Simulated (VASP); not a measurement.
# Ti4S in VASP: notebook

Runs on Ti4S. Level: PBE. Tasks: single point.

Program: VASP 6.6.1. These are calculated values, not measurements. Logs are shortened: lines on timing, memory, paths and dates and some standing lists are left out, and cuts for length are marked.

### Step 1. The cell of the first run

The cell holds a slab with vacuum, 5 atoms: a = 2.908 Å, b = 4.112 Å, c = 19.654 Å, α = 90.00°, β = 90.00°, γ = 90.00°.

### Step 2. Single point, PBE

File INCAR:

```
SYSTEM = Ti4S
  PREC = Accurate
  ENCUT = 520
  EDIFF = 1E-7
  ISMEAR = 0
  SIGMA = 0.1
  LREAL = .FALSE.
  LASPH = .TRUE.
  NELM = 100
  ALGO = Normal
  ISIF = 2
  LWAVE = .FALSE.
  LCHARG = .TRUE.
  LDIPOL = .TRUE.
  IDIPOL = 3
  DIPOL = 0.5 0.5 0.346
  GGA = PE
  LELF = .TRUE.
  LVHAR = .TRUE.
  LVACPOTAV = .TRUE.
  NBANDS = 35
```

File KPOINTS:

```
Automatic mesh
0
G
  9 7 1
  0 0 0
```

File POSCAR:

```
Ti4S
1.0
    2.9075446931      0.0000000000      0.0000000000
    0.0000000000      4.1118891382      0.0000000000
    0.0000000000      0.0000000000     19.6535692527
Ti S
4 1
Direct
    0.5000000000      0.5000000000      0.2035253723
    0.0000000000      0.0000000000      0.2774952618
    0.5000000000      0.5000000000      0.3439484692
    0.0000000000      0.0000000000      0.4148645545
    0.5000000000      0.2000000000      0.4921632533
```

Potentials or basis: VASP PAW PBE potentials, release 64 (Ti_sv, S).

Launch:

```bash
$ cat potpaw_PBE.64/Ti_sv/POTCAR potpaw_PBE.64/S/POTCAR > POTCAR
$ mpirun -np 1 vasp_std > vasp.out
```

OUTCAR:

```text
SYSTEM = Ti4S
   PREC = Accurate
   ENCUT = 520
   EDIFF = 1E-7
   ISMEAR = 0
   LREAL = .FALSE.
   LASPH = .TRUE.
   NELM = 100
   ISIF = 2
   GGA = PE

 ion  position               nearest neighbor table
   1  0.500  0.500  0.204-   3 2.76   2 2.91   2 2.91   2 2.91   2 2.91
   2  0.000  0.000  0.277-   4 2.70   3 2.84   3 2.84   3 2.84   3 2.84   1 2.91   1 2.91   1 2.91
                             1 2.91
   3  0.500  0.500  0.344-   1 2.76   2 2.84   2 2.84   2 2.84   2 2.84   4 2.88   4 2.88   4 2.88
                             4 2.88
   4  0.000  0.000  0.415-   5 2.26   5 2.26   2 2.70   3 2.88   3 2.88   3 2.88   3 2.88
   5  0.500  0.200  0.492-   4 2.26   4 2.26

  LATTYP: Found a simple orthorhombic cell.
 ALAT       =     2.9075446931
 B/A-ratio  =     1.4142135624
 C/A-ratio  =     6.7595071881

  Lattice vectors:

 A1 = (   2.9075446931,   0.0000000000,   0.0000000000)
 A2 = (   0.0000000000,   4.1118891382,   0.0000000000)
 A3 = (   0.0000000000,   0.0000000000,  19.6535692527)

Analysis of symmetry for initial positions (statically):
=====================================================================
 Subroutine PRICEL returns:
 Original cell was already a primitive cell.

 Routine SETGRP: Setting up the symmetry group for a
 simple orthorhombic supercell.

 Subroutine GETGRP returns: Found  2 space group operations
 (whereof  2 operations were pure point group operations)
 out of a pool of  8 trial point group operations.

The static configuration has the point symmetry C_1h.

Analysis of symmetry for dynamics (positions and initial velocities):
=====================================================================
 Subroutine PRICEL returns:
 Original cell was already a primitive cell.

 Routine SETGRP: Setting up the symmetry group for a
 simple orthorhombic supercell.

 Subroutine GETGRP returns: Found  2 space group operations
 (whereof  2 operations were pure point group operations)
 out of a pool of  8 trial point group operations.

The dynamic configuration has the point symmetry C_1h.

 Subroutine INISYM returns: Found  2 space group operations
 (whereof  2 operations are pure point group operations),
 and found     1 'primitive' translations

----------------------------------------------------------------------------------------

                                     Primitive cell

  volume of cell :     234.9683

  direct lattice vectors                    reciprocal lattice vectors
     2.907544693  0.000000000  0.000000000     0.343932804  0.000000000  0.000000000
     0.000000000  4.111889138  0.000000000     0.000000000  0.243197218  0.000000000
     0.000000000  0.000000000 19.653569253     0.000000000  0.000000000  0.050881343

  length of vectors
     2.907544693  4.111889138 19.653569253     0.343932804  0.243197218  0.050881343

  position of ions in fractional coordinates (direct lattice)
     0.500000000  0.500000000  0.203525372
     0.000000000  0.000000000  0.277495262
     0.500000000  0.500000000  0.343948469
     0.000000000  0.000000000  0.414864554
     0.500000000  0.200000000  0.492163253

  ion indices of the primitive-cell ions
   primitive index   ion index
                 1           1
                 2           2
                 3           3
                 4           4
                 5           5

----------------------------------------------------------------------------------------

 KPOINTS: Automatic mesh

Automatic generation of k-mesh.
 Grid dimensions read from file:
 generate k-points for:    9    7    1

 Generating k-lattice:

  Cartesian coordinates                     Fractional coordinates (reciprocal lattice)
     0.038214756  0.000000000  0.000000000     0.111111111  0.000000000  0.000000000
     0.000000000  0.034742460  0.000000000     0.000000000  0.142857143  0.000000000
     0.000000000  0.000000000  0.050881343     0.000000000  0.000000000  1.000000000

  Length of vectors
     0.038214756  0.034742460  0.050881343

  Shift w.r.t. Gamma in fractional coordinates (k-lattice)
     0.000000000  0.000000000  0.000000000

 Subroutine IBZKPT returns following result:
 ===========================================

 Found     20 irreducible k-points:

 Following reciprocal coordinates:
            Coordinates               Weight
  0.000000  0.000000  0.000000      1.000000
  0.111111  0.000000  0.000000      2.000000
  0.222222  0.000000  0.000000      2.000000
  0.333333  0.000000  0.000000      2.000000
  0.444444  0.000000  0.000000      2.000000
  0.000000  0.142857  0.000000      2.000000
[... 12 lines left out ...]
  0.333333  0.428571  0.000000      4.000000
  0.444444  0.428571  0.000000      4.000000
   k-points           NKPTS =     20   k-points in BZ     NKDIM =     20   number of bands    NBANDS=     35
   number of dos      NEDOS =    301   number of ions     NIONS =      5
   total plane-waves  NPLWV = 115200
   dimension x,y,z NGX =    24 NGY =   32 NGZ =  150
   dimension x,y,z NGXF=    48 NGYF=   64 NGZF=  300
   ions per type =               4   1
   NGX,Y,Z   is equivalent  to a cutoff of  13.72, 12.94, 12.69 a.u.
   NGXF,Y,Z  is equivalent  to a cutoff of  27.45, 25.88, 25.38 a.u.
 SYSTEM =  Ti4S
   PREC   = accura    normal or accurate (medium, high low for compatibility)
   ISTART =      0    job   : 0-new  1-cont  2-samecut
   ICHARG =      2    charge: 1-file 2-atom 10-const
   ISPIN  =      1    spin polarized calculation?
   LNONCOLLINEAR =      F non collinear calculations
   LSORBIT =      F    spin-orbit coupling
   LASPH  =      T    aspherical Exc in radial PAW
   ENCUT  =  520.0 eV  38.22 Ry    6.18 a.u.   5.41  7.65 36.54*2*pi/ulx,y,z
   NELM   =    100;   NELMIN=  2; NELMDL= -5     # of ELM steps
   EDIFF  = 0.1E-06   stopping-criterion for ELM
   LREAL  =      F    real-space projection
   EDIFFG = 0.1E-05   stopping-criterion for IOM
   NSW    =      0    number of steps for IOM
   IBRION =     -1    ionic relax: 0-MD 1-quasi-New 2-CG
   NFREE  =      0    steps in history (QN), initial steepest desc. (CG)
   ISIF   =      2    stress and relaxation
   ISYM   =      2    0-nonsym 1-usesym 2-fastsym
   POTIM  = 0.5000    time-step for ionic-motion
   TEBEG  =    0.0;   TEEND  =   0.0 temperature during run
   PSTRESS=    0.0 pullay stress
   NELECT =      54.0000    total number of electrons
   NUPDOWN=      -1.0000    fix difference up-down
   EMIN   =  10.00;   EMAX   =-10.00  energy-range for DOS
   EFERMI =   0.00;   METHOD = LEGACY
   ISMEAR =     0;   SIGMA  =   0.10  broadening in eV -4-tet -1-fermi 0-gaus
   EFERMI_NEDOS =   21; number of points for ismear=-14 and -15
   IALGO  =     38    algorithm
   IMIX   =      4    mixing-type and parameters
     AMIX     =   0.40;   BMIX     =  1.00
     AMIX_MAG =   1.60;   BMIX_MAG =  1.00
  volume/ion in A,a.u.               =      46.99       317.13
  Fermi-wavevector in a.u.,A,eV,Ry     =   1.002774  1.894968 13.681412  1.005555
  Thomas-Fermi vector in A             =   2.135283
   LORBIT       =      0    0 simple, 1 ext, 2 COOP (PROOUT), +10 PAW based schemes
   GGA     = PE    functional components
   LHFCALC =     F    Hartree Fock is set to
   AEXX    =    0.0000 exact exchange contribution
   IVDW    =     0    specifies the selected vdW correction
   LEPSILON=     F    determine dielectric tensor
   LRPA    =     F    only Hartree local field effects (RPA)
 non-spin polarized calculation
 Gauss-broadening in eV      SIGMA  =   0.10
  energy-cutoff  :      520.00
  volume of cell :      234.97
 maximum number of plane-waves:      6369
 NGX is ok and might be reduce to    24
   NGX = 11   NGY = 15   NGZ = 73

 dipolmoment           0.000000      0.000000     -0.160859 electrons x Angstroem

 number of electron      54.0000012 magnetization

 dipolmoment           0.000000      0.000000      0.143696 electrons x Angstroem

 Free energy of the ion-electron system (eV)
  ---------------------------------------------------
  ext. energy  EPLUGINS =         0.00000000
  ---------------------------------------------------
  free energy    TOTEN  =       -34.46777993 eV

  energy without entropy =      -34.43771255  energy(sigma->0) =      -34.45274624

 E-fermi :   0.1552     XC(G=0):  -5.0651

 val. band max:        0.1460738527   @ k =   0.3333   0.0000   0.0000
 cond. band min:       0.1589629934   @ k =   0.2222   0.1429   0.0000
 fundamental gap:      0.0128891407
 Fermi energy:         0.1552303130

 k-point     1 :       0.0000    0.0000    0.0000
  band No.  band energies     occupation
      1     -56.8541      2.00000
      2     -56.5631      2.00000
      3     -56.4530      2.00000
      4     -56.3540      2.00000
      5     -33.2710      2.00000
      6     -33.1723      2.00000
[... 27 lines left out ...]
     34       1.8212      0.00000
     35       1.9840      0.00000

 k-point     2 :       0.1111    0.0000    0.0000
  band No.  band energies     occupation
      1     -56.8489      2.00000
      2     -56.5560      2.00000
      3     -56.4476      2.00000
      4     -56.3526      2.00000
      5     -33.2679      2.00000
      6     -33.1595      2.00000
[... 27 lines left out ...]
     34       1.9641      0.00000
     35       2.0480      0.00000

 k-point     3 :       0.2222    0.0000    0.0000
  band No.  band energies     occupation
      1     -56.8359      2.00000
      2     -56.5378      2.00000
      3     -56.4333      2.00000
      4     -56.3499      2.00000
      5     -33.2617      2.00000
      6     -33.1273      2.00000
[... 27 lines left out ...]
     34       1.9288      0.00000
     35       2.0428      0.00000
[... 571 lines left out ...]
 k-point    19 :       0.3333    0.4286    0.0000
  band No.  band energies     occupation
      1     -56.8197      2.00000
      2     -56.5114      2.00000
      3     -56.4101      2.00000
      4     -56.3594      2.00000
      5     -33.2522      2.00000
      6     -33.1341      2.00000
[... 27 lines left out ...]
     34       1.7755      0.00000
     35       2.1791      0.00000

 k-point    20 :       0.4444    0.4286    0.0000
  band No.  band energies     occupation
      1     -56.8108      2.00000
      2     -56.5015      2.00000
      3     -56.4009      2.00000
      4     -56.3511      2.00000
      5     -33.2327      2.00000
      6     -33.1809      2.00000
[... 27 lines left out ...]
     34       1.9814      0.00000
     35       2.1714      0.00000

------------------------ aborting loop because EDIFF is reached ----------------------------------------

  FORCE on cell =-STRESS in cart. coord.  units (eV):
  Direction    XX          YY          ZZ          XY          YZ          ZX
  --------------------------------------------------------------------------------------
  -------------------------------------------------------------------------------------
  Total        6.5943013     -1.7827276     -0.0127345      0.0000000      1.0026756      0.0000000
  in kB       44.9645385    -12.1558783     -0.0868327      0.0000000      6.8369406      0.0000000
  external PRESSURE =      10.9072758 kB  Pullay stress =       0.0000000 kB

 VOLUME and BASIS-vectors are now :
 -----------------------------------------------------------------------------
  energy-cutoff  :      520.00
  volume of cell :      234.97
      direct lattice vectors                 reciprocal lattice vectors
     2.907544693  0.000000000  0.000000000     0.343932804  0.000000000  0.000000000
     0.000000000  4.111889138  0.000000000     0.000000000  0.243197218  0.000000000
     0.000000000  0.000000000 19.653569253     0.000000000  0.000000000  0.050881343

 POSITION                                       TOTAL-FORCE (eV/Angst)
 -----------------------------------------------------------------------------------
      1.45377      2.05594      4.00000         0.000000      0.049401      0.289680
      0.00000      0.00000      5.45377         0.000000     -0.066974     -0.188008
      1.45377      2.05594      6.75982         0.000000     -0.141237     -0.504154
      0.00000      0.00000      8.15357         0.000000     -0.387767      0.400630
      1.45377      0.82238      9.67276         0.000000      0.546578      0.001853
 -----------------------------------------------------------------------------------
    total drift:                                0.000000     -0.000022      0.001238

  FREE ENERGIE OF THE ION-ELECTRON SYSTEM (eV)
  ---------------------------------------------------
  free  energy   TOTEN  =       -34.4677799294 eV

  energy  without entropy=      -34.4377125549  energy(sigma->0) =      -34.45274624

 vacuum level on the upper side and lower side of the slab         5.660         3.485
```

Run time: 4.3 min. Hardware: 1 thread of Intel Xeon 6975P-C (Granite Rapids), shared host; peak memory 0.39 GiB.

What came out:

* Free energy: -34.4678 eV
* Largest force: 0.558 eV/Å
* Band gap on the k mesh: zero (band 27 reaches 0.20 eV, above the bottom of band 28 at -0.07 eV)

Forces on the atoms (eV/Å):
```
Ti   0.000  0.049  0.290
Ti   0.000 -0.067 -0.188
Ti   0.000 -0.141 -0.504
Ti   0.000 -0.388  0.401
S    0.000  0.547  0.002
```

(Continued in part 2 of 2.)
